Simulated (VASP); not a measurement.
# Sb (P6_3/mmc) in VASP: a series of runs, part 2 of 3

VASP 6.6.1. The steps go on from the part before.

### Step 3. Electric field gradients, LDA (equal xx and yy strain of -2 %)

File INCAR:

```
PREC = Accurate
ENCUT = 520
EDIFF = 1E-8
ISMEAR = -1
SIGMA = 0.03
LREAL = False
LASPH = True
NELM = 80
ALGO = Normal
ISIF = 2
LWAVE = False
LCHARG = False
LEFG = True
NBANDS = 12
```

File KPOINTS:

```
regular mesh
0
Gamma
  12 12 7
```

File POSCAR:

```
Sb
1.0
    3.3016201759      0.0000000000      0.0000000000
   -1.6508100880      2.8592869460      0.0000000000
    0.0000000000      0.0000000000      5.3300000000
Sb
2
Direct
    0.3333333333      0.6666666667      0.2500000000
    0.6666666667      0.3333333333      0.7500000000
```

Potentials or basis: VASP PAW LDA potentials, release 64 (Sb).

Command:

```bash
> cat potpaw_LDA.64/Sb/POTCAR > POTCAR
> mpirun -np 1 vasp_std > vasp.out
```

OUTCAR:

```text
PREC = Accurate
   ENCUT = 520
   EDIFF = 1E-8
   ISMEAR = -1
   LREAL = False
   LASPH = True
   NELM = 80
   ISIF = 2

 ion  position               nearest neighbor table
   1  0.333  0.667  0.250-   2 3.28   2 3.28   2 3.28   2 3.28   2 3.28   2 3.28
   2  0.667  0.333  0.750-   1 3.28   1 3.28   1 3.28   1 3.28   1 3.28   1 3.28

  LATTYP: Found a hexagonal cell.
 ALAT       =     3.3016201759
 C/A-ratio  =     1.6143589256

  Lattice vectors:

 A1 = (   3.3016201759,   0.0000000000,   0.0000000000)
 A2 = (  -1.6508100880,   2.8592869460,   0.0000000000)
 A3 = (   0.0000000000,   0.0000000000,   5.3300000000)

Analysis of symmetry for initial positions (statically):
=====================================================================
 Subroutine PRICEL returns:
 Original cell was already a primitive cell.

 Routine SETGRP: Setting up the symmetry group for a
 hexagonal supercell.

 Subroutine GETGRP returns: Found 24 space group operations
 (whereof 12 operations were pure point group operations)
 out of a pool of 24 trial point group operations.

The static configuration has the point symmetry D_3d.
 The point group associated with its full space group is D_6h.

Analysis of symmetry for dynamics (positions and initial velocities):
=====================================================================
 Subroutine PRICEL returns:
 Original cell was already a primitive cell.

 Routine SETGRP: Setting up the symmetry group for a
 hexagonal supercell.

 Subroutine GETGRP returns: Found 24 space group operations
 (whereof 12 operations were pure point group operations)
 out of a pool of 24 trial point group operations.

The dynamic configuration has the point symmetry D_3d.
 The point group associated with its full space group is D_6h.
[... 167 lines left out ...]
     12      19.3228      0.00000
[... 331 lines left out ...]
 k-point    24 :       0.3333    0.0000    0.1429
  band No.  band energies     occupation
      1      -2.0323      2.00000
      2       1.1853      2.00000
      3       5.0337      2.00000
      4       6.3294      2.00000
      5       8.3320      2.00000
      6      10.2624      0.00000
      7      11.9459      0.00000
      8      13.4063      0.00000
      9      14.4234      0.00000
     10      16.6676      0.00000
     11      18.1706      0.00000
     12      19.2167      0.00000

 [... further k-points ...]
[... 5 lines left out ...]
  --------------------------------------------------------------------------------------
  -------------------------------------------------------------------------------------
  Total        0.6235001      0.6235001      0.3041817     -0.0000000     -0.0000000      0.0000000
  in kB       19.8534080     19.8534080      9.6857134     -0.0000000     -0.0000000      0.0000000
  external PRESSURE =      16.4641765 kB  Pullay stress =       0.0000000 kB

 VOLUME and BASIS-vectors are now :
 -----------------------------------------------------------------------------
  energy-cutoff  :      520.00
  volume of cell :       50.32
      direct lattice vectors                 reciprocal lattice vectors
     3.301620176  0.000000000  0.000000000     0.302881600  0.174868773  0.000000000
    -1.650810088  2.859286946  0.000000000     0.000000000  0.349737546  0.000000000
     0.000000000  0.000000000  5.330000000     0.000000000  0.000000000  0.187617261

 POSITION                                       TOTAL-FORCE (eV/Angst)
 -----------------------------------------------------------------------------------
     -0.00000      1.90619      1.33250        -0.000000      0.000000      0.000000
      1.65081      0.95310      3.99750         0.000000      0.000000      0.000000
 -----------------------------------------------------------------------------------
    total drift:                                0.000000     -0.000000      0.000000

  FREE ENERGIE OF THE ION-ELECTRON SYSTEM (eV)
  ---------------------------------------------------
  free  energy   TOTEN  =        -9.1392901080 eV

  energy  without entropy=       -9.1347477621  energy(sigma->0) =       -9.13701894

 Electric field gradients (V/A^2)
---------------------------------------------------------------------
 ion       V_xx      V_yy      V_zz      V_xy      V_xz      V_yz
---------------------------------------------------------------------
   1     -10.670   -10.670    21.339    -0.000     0.000    -0.000
   2     -10.670   -10.670    21.339    -0.000    -0.000     0.000
---------------------------------------------------------------------

 Electric field gradients after diagonalization (V/A^2)
 (convention: |V_zz| > |V_xx| > |V_yy|)
----------------------------------------------------------------------
 ion       V_xx      V_yy      V_zz     asymmetry (V_yy - V_xx)/ V_zz
----------------------------------------------------------------------
   1     -10.670   -10.670    21.339       0.000
   2     -10.670   -10.670    21.339       0.000
----------------------------------------------------------------------

           NMR quadrupolar parameters

 Cq : quadrupolar parameter    Cq=e*Q*V_zz/h
 eta: asymmetry parameters     (V_yy - V_xx)/ V_zz
 Q  : nuclear electric quadrupole moment in mb (millibarn)
----------------------------------------------------------------------
 ion       Cq(MHz)       eta       Q (mb)
----------------------------------------------------------------------
   1       0.052       0.000       1.000
   2       0.052       0.000       1.000
----------------------------------------------------------------------
```

OSZICAR:

```text
N       E                     dE             d eps       ncg     rms          rms(c)
DAV:   1     0.358431075440E+02    0.35843E+02   -0.35151E+03  1824   0.662E+02
DAV:   2    -0.724957156042E+01   -0.43093E+02   -0.41898E+02  2480   0.110E+02
DAV:   3    -0.913813681081E+01   -0.18886E+01   -0.18537E+01  2324   0.263E+01
DAV:   4    -0.915306635179E+01   -0.14930E-01   -0.14927E-01  2080   0.284E+00
DAV:   5    -0.915322326933E+01   -0.15692E-03   -0.15692E-03  2156   0.318E-01    0.286E+00
DAV:   6    -0.914429014916E+01    0.89331E-02   -0.27072E-03  2088   0.233E-01    0.165E+00
DAV:   7    -0.913931114393E+01    0.49790E-02   -0.50953E-03  1936   0.320E-01    0.275E-02
DAV:   8    -0.913929116394E+01    0.19980E-04   -0.67775E-05  2172   0.577E-02    0.151E-02
DAV:   9    -0.913929042974E+01    0.73420E-06   -0.16036E-06  2032   0.915E-03    0.366E-03
DAV:  10    -0.913929012355E+01    0.30619E-06   -0.33540E-07  2112   0.290E-03    0.277E-03
DAV:  11    -0.913929010763E+01    0.15922E-07   -0.10227E-08  1580   0.664E-04    0.962E-05
DAV:  12    -0.913929010801E+01   -0.38358E-09   -0.13042E-09  1168   0.273E-04
   1 F= -.91392901E+01 E0= -.91370189E+01  d E =-.454235E-02
```

stdout:

```text
POSCAR found type information on POSCAR Sb
 POSCAR found :  1 types and       2 ions
 scaLAPACK will be used
 LDA part: xc-table for (Slater(with rela. corr.)+CA(PZ))
 , standard interpolation
 POSCAR, INCAR and KPOINTS ok, starting setup
 FFT: planning ... GRIDC
 FFT: planning ... GRID_SOFT
 FFT: planning ... GRID
 WAVECAR not read
 entering main loop
ion   1

ion   2
```

It took 28 s on 1 thread of Intel Xeon Platinum 8559C (Emerald Rapids), shared host; peak memory 0.17 GiB.

What came out:

```
Free energy            : -9.1393 eV
Pressure               : 1.6 GPa
Band gap on the k mesh : zero (band 5 reaches 13.71 eV, above the bottom of band 6 at 6.23 eV)
```

Stress tensor (GPa, compression positive):
```
1.99 0.00 0.00
0.00 1.99 0.00
0.00 0.00 0.97
```

Electric field gradients, principal values (V/Å²):
```
atom    least   middle  greatest (by size)
1 Sb  -10.670  -10.670              21.339
2 Sb  -10.670  -10.670              21.339
```

Caveat: the cell differs from its parent crystal (equal xx and yy strain of -2 %); without QUAD_EFG the Cq values of the log hold for a quadrupole moment of 1 mb, not for the nuclei; spin-orbit coupling is left out, which moves the levels of the heavy elements.

### Step 4. Electric field gradients, LDA (equal xx and yy strain of -1 %)

File INCAR:

```
ALGO = Normal
EDIFF = 1E-8
ENCUT = 520
ISIF = 2
ISMEAR = -1
LASPH = T
LCHARG = F
LEFG = T
LREAL = F
LWAVE = F
NBANDS = 12
NELM = 80
PREC = Accurate
SIGMA = 0.03
```

File KPOINTS:

```
k-points
0
Gamma
  12 12 7
```

File POSCAR:

```
Sb
1.0
    3.3353101777      0.0000000000      0.0000000000
   -1.6676550889      2.8884633434      0.0000000000
    0.0000000000      0.0000000000      5.3300000000
Sb
2
Direct
    0.3333333333      0.6666666667      0.2500000000
    0.6666666667      0.3333333333      0.7500000000
```

Potentials or basis: VASP PAW LDA potentials, release 64 (Sb).

Command:

```bash
> cat potpaw_LDA.64/Sb/POTCAR > POTCAR
> mpirun -np 1 vasp_std > vasp.out
```

OUTCAR:

```text
EDIFF = 1E-8
   ENCUT = 520
   ISIF = 2
   ISMEAR = -1
   LASPH = T
   LREAL = F
   NELM = 80
   PREC = Accurate

 ion  position               nearest neighbor table
   1  0.333  0.667  0.250-   2 3.29   2 3.29   2 3.29   2 3.29   2 3.29   2 3.29
   2  0.667  0.333  0.750-   1 3.29   1 3.29   1 3.29   1 3.29   1 3.29   1 3.29

  LATTYP: Found a hexagonal cell.
 ALAT       =     3.3353101777
 C/A-ratio  =     1.5980522698

  Lattice vectors:

 A1 = (   3.3353101777,   0.0000000000,   0.0000000000)
[... 575 lines left out ...]
  ---------------------------------------------------
  free  energy   TOTEN  =        -9.1477755728 eV

  energy  without entropy=       -9.1435345201  energy(sigma->0) =       -9.14565505

 Electric field gradients (V/A^2)
---------------------------------------------------------------------
 ion       V_xx      V_yy      V_zz      V_xy      V_xz      V_yz
---------------------------------------------------------------------
   1     -12.356   -12.356    24.712    -0.000     0.000    -0.000
   2     -12.356   -12.356    24.712    -0.000    -0.000     0.000
---------------------------------------------------------------------

 Electric field gradients after diagonalization (V/A^2)
 (convention: |V_zz| > |V_xx| > |V_yy|)
----------------------------------------------------------------------
 ion       V_xx      V_yy      V_zz     asymmetry (V_yy - V_xx)/ V_zz
----------------------------------------------------------------------
   1     -12.356   -12.356    24.712       0.000
   2     -12.356   -12.356    24.712       0.000
----------------------------------------------------------------------

           NMR quadrupolar parameters

 Cq : quadrupolar parameter    Cq=e*Q*V_zz/h
 eta: asymmetry parameters     (V_yy - V_xx)/ V_zz
 Q  : nuclear electric quadrupole moment in mb (millibarn)
----------------------------------------------------------------------
 ion       Cq(MHz)       eta       Q (mb)
----------------------------------------------------------------------
   1       0.060       0.000       1.000
   2       0.060       0.000       1.000
----------------------------------------------------------------------
```

stdout:

```text
POSCAR found type information on POSCAR Sb
 POSCAR found :  1 types and       2 ions
 scaLAPACK will be used
 LDA part: xc-table for (Slater(with rela. corr.)+CA(PZ))
 , standard interpolation
 POSCAR, INCAR and KPOINTS ok, starting setup
 FFT: planning ... GRIDC
 FFT: planning ... GRID_SOFT
 FFT: planning ... GRID
 WAVECAR not read
 entering main loop
ion   1

ion   2
```

Run time: 25 s. Hardware: 1 thread of Intel Xeon Platinum 8559C (Emerald Rapids), shared host; peak memory 0.17 GiB.

Results:

- Free energy: -9.1478 eV
- Pressure: 0.2 GPa
- Band gap on the k mesh: zero (band 5 reaches 13.21 eV, above the bottom of band 6 at 6.04 eV)

Stress tensor (GPa, compression positive):
```
 0.66  0.00  0.00
 0.00  0.66  0.00
 0.00  0.00 -0.84
```

Levels at points of the mesh, in eV from the Fermi level:
```csv
k point,band 2,band 3,band 4,band 5,band 6,band 7,band 8,band 9
"(0.00, 0.00, 0.00)",-9.13,-6.08,3.46,3.46,5.25,5.25,5.98,7.59
"(0.50, 0.00, 0.00)",-8.28,-4.35,-3.04,-2.45,-0.21,0.17,3.80,4.32
```

Electric field gradients, principal values (V/Å²):
| atom | least | middle | greatest (by size) |
| --- | --- | --- | --- |
| 1 Sb | -12.356 | -12.356 | 24.712 |
| 2 Sb | -12.356 | -12.356 | 24.712 |

Caveat: the cell differs from its parent crystal (equal xx and yy strain of -1 %); without QUAD_EFG the Cq values of the log hold for a quadrupole moment of 1 mb, not for the nuclei; spin-orbit coupling is left out, which moves the levels of the heavy elements.

[end of part 2 of 3]
